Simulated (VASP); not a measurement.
Input of a VASP 6.6.1 run:

The input POSCAR:

```
CuO
1.0
    2.0436427917     -2.0501604381      0.0000000000
    2.0436427917      2.0501604381      0.0000000000
    0.0000000000      0.0000000000      5.1231778790
Cu O
2 2
Direct
    0.5000000000      0.0000000000      0.0000000000
    0.0000000000      0.5000000000      0.5000000000
    0.5000000000      0.5000000000      0.2500000000
    0.5000000000      0.5000000000      0.7500000000
```

The input INCAR.step1:

```
SYSTEM = CuO
ALGO = Normal
EDIFF = 1E-5
ENCUT = 900
GGA = PE
GGA_COMPAT = .False.
ISMEAR = -1
LASPH = .True.
LCHARG = .False.
LREAL = .False.
LWAVE = .True.
NBANDS = 33
NELM = 120
PREC = Accurate
SIGMA = 0.05
```

The input INCAR.step2:

```
SYSTEM = CuO
ALGO = Normal
EDIFF = 1E-6
ENCUT = 900
GGA_COMPAT = .False.
ISIF = 2
ISMEAR = -1
ISTART = 1
LASPH = .True.
LCHARG = .False.
LMIXTAU = .True.
LREAL = .False.
LWAVE = .False.
METAGGA = R2SCAN
NBANDS = 33
NELM = 120
PREC = Accurate
SIGMA = 0.05
```

Contents of KPOINTS:

```
k-points
0
Gamma
  9 9 5
  0 0 0
```

Potentials or basis: VASP PAW PBE potentials, release 64 (Cu_sv_GW, O).

Run with:

```sh
$ cat potpaw_PBE.64/Cu_sv_GW/POTCAR potpaw_PBE.64/O/POTCAR > POTCAR
$ cp INCAR.step1 INCAR
$ mpirun -np 1 vasp_std > vasp.out
$ cp INCAR.step2 INCAR
$ mpirun -np 1 vasp_std > vasp.out
```

What does it give for the band gap on the k mesh?

Zero (bands 25 and 26 overlap by 0.96 eV).

What does it give for the pressure?

-0.2 GPa.

Stress tensor (GPa, compression positive):
```
-0.22  0.00  0.00
 0.00 -0.26  0.00
 0.00  0.00 -0.16
```

Caveat: the PAW data sets were made with another functional, which shifts forces and pressure a little; semilocal functionals often make such compounds metallic where correlation or magnetic order opens a gap, which also shifts bond lengths. With open d or f shells a metallic result of r2SCAN can be an artefact of self-interaction; +U or a hybrid may open a gap.
